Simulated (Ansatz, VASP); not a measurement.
# NaCl: VASP beside Ansatz

```xyz
2
Lattice="0.0000 2.8317 2.8317 2.8317 0.0000 2.8317 2.8317 2.8317 0.0000" Properties=species:S:1:pos:R:3 pbc="T T T"
Na    0.0000    0.0000    0.0000
Cl    2.8317    2.8317    2.8317
```

Alike in both runs: task single point; functional r2SCAN; k mesh 8 × 8 × 8; occupations gaussian, width 0.02 eV; no spin polarisation.

|  | VASP | Ansatz |
| --- | --- | --- |
| version | VASP 6.6.1 | Ansatz 0.2.0 |
| potentials or method | VASP PAW PBE potentials, release 64 (Na_pv, Cl), cutoff 520 eV | scalar-relativistic, plane waves, PAW |
| valence electrons in the cell | 14 | 16 |

```csv
,VASP,Ansatz,Ansatz less VASP
gap on the k mesh at the Fermi level (eV),5.87,5.85,-0.023
least direct gap on the mesh (eV),5.87,5.85,-0.023
pressure (GPa),-1.0,-0.8,+0.23
```

VASP's potentials were made for PBE, not for r2SCAN. With one functional, cell and mesh, what is left measures potentials, basis and numerics. VASP's potentials hold 14 valence electrons a cell and Ansatz's 16, so a difference there can come from the potentials and not from the codes.
